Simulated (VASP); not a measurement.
Input of a VASP 6.6.1 run:

INCAR

```
SYSTEM = HfO2
ALGO     = Normal         ! electronic algorithm
EDIFF    = 1E-8           ! SCF threshold, eV
ENCUT    = 520            ! plane-wave cutoff, eV
GGA      = PE             ! functional
IBRION   = 8              ! ionic algorithm
ISIF     = 2              ! what is computed and relaxed
ISMEAR   = 0              ! smearing method
LASPH    = .True.         ! aspherical terms in the spheres
LCHARG   = .False.        ! write CHGCAR
LEPSILON = .True.         ! dielectric tensor by DFPT
LREAL    = .False.        ! projectors in reciprocal space
LWAVE    = .False.        ! write WAVECAR
NELM     = 80             ! most SCF steps
NSW      = 1              ! ionic steps
PREC     = Accurate       ! precision mode
SIGMA    = 0.01           ! smearing width, eV
```

The input KPOINTS:

```
k-points
0
Gamma
  6 6 4
  0 0 0
```

The input POSCAR:

```
HfO2
1.0
    3.6043047926      0.0000000000      0.0000000000
    0.0000000000      3.6043047926      0.0000000000
    0.0000000000      0.0000000000      5.2639670990
Hf O
2 4
Direct
    0.5000000000      0.5000000000      0.5000000000
    0.0000000000      0.0000000000      0.0000000000
    0.0000000000      0.5000000000      0.6932521135
    0.5000000000      0.0000000000      0.8067478865
    0.5000000000      0.0000000000      0.3067478865
    0.0000000000      0.5000000000      0.1932521135
```

Potentials or basis: VASP PAW PBE potentials, release 64 (Hf_pv, O).

Command:

```console
$ cat potpaw_PBE.64/Hf_pv/POTCAR potpaw_PBE.64/O/POTCAR > POTCAR
$ mpirun -np 1 vasp_std > vasp.out
```

Q: Estimate the electronic dielectric tensor (diagonal).

A: 5.21, 5.21, 4.66.

Q: What does it give for the Born charges (mean of the diagonal)?

A: Hf +5.25; O -2.62 e.

Q: Predict the highest phonon frequency at Γ, LO-TO splitting left out.

A: 646 cm⁻¹.

Electronic dielectric tensor:
```
5.21 0.00 0.00
0.00 5.21 0.00
0.00 0.00 4.66
```

Caveat: the cell stands under pressure or tension, which shifts response properties.
